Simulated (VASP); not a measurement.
The system is Sb.

```
Sb
1.0
     1.86993   -2.24761    0.00000
     1.86993    2.24761    0.00000
     0.00000    0.00000    3.68567
Sb
1
Cartesian
  0.0000 0.0000 0.0000
```

| Property | Result |
| --- | --- |
| Program | VASP 6.6.1 |
| Task | relaxation of cell and atoms |
| Functional | PBE |
| Potentials or basis | VASP PAW PBE potentials, release 64 (Sb) |
| Cutoff | 600 eV |
| k mesh | 6 × 6 × 6 |
| Occupations | gaussian, width 0.1 eV |
| Spin | no spin polarisation |

At the start: pressure 3.4 GPa; volume 30.98 Å³/atom.

Problem. Where does the relaxation end?

Solution. Over 11 steps the energy falls by 316.5 meV/atom and the volume is 30.49 Å³/atom (-1.6 %); space group Pm-3m (No. 221, to 0.05 Å).

The path:
```csv
step,energy change (eV),largest force (eV/Å),pressure (GPa),volume (Å³)
1,0.0000,0.0000,3.38,30.98
2,-0.2158,0.0000,-4.39,33.70
3,-0.2157,0.0000,-4.38,33.69
4,-0.3064,0.0000,0.20,30.38
5,-0.3064,0.0000,0.20,30.38
6,-0.3112,0.0000,-0.03,30.50
7,-0.3157,0.0000,-0.27,30.68
8,-0.3160,0.0000,-0.33,30.73
9,-0.3164,0.0000,0.25,30.35
10,-0.3164,0.0000,0.08,30.45
11,-0.3165,0.0000,0.04,30.49
```

Final structure:
```yaml
crystal:
  lattice:
    - [2.20321, -2.21228, 0.00000]
    - [2.20321, 2.21228, 0.00000]
    - [0.00000, 0.00000, 3.12823]
  atoms:
    - { symbol: Sb, position: [0.00000, 0.00000, 0.00000] }
```

Caveat: the k points lie up to 0.34 Å⁻¹ apart in the final cell.
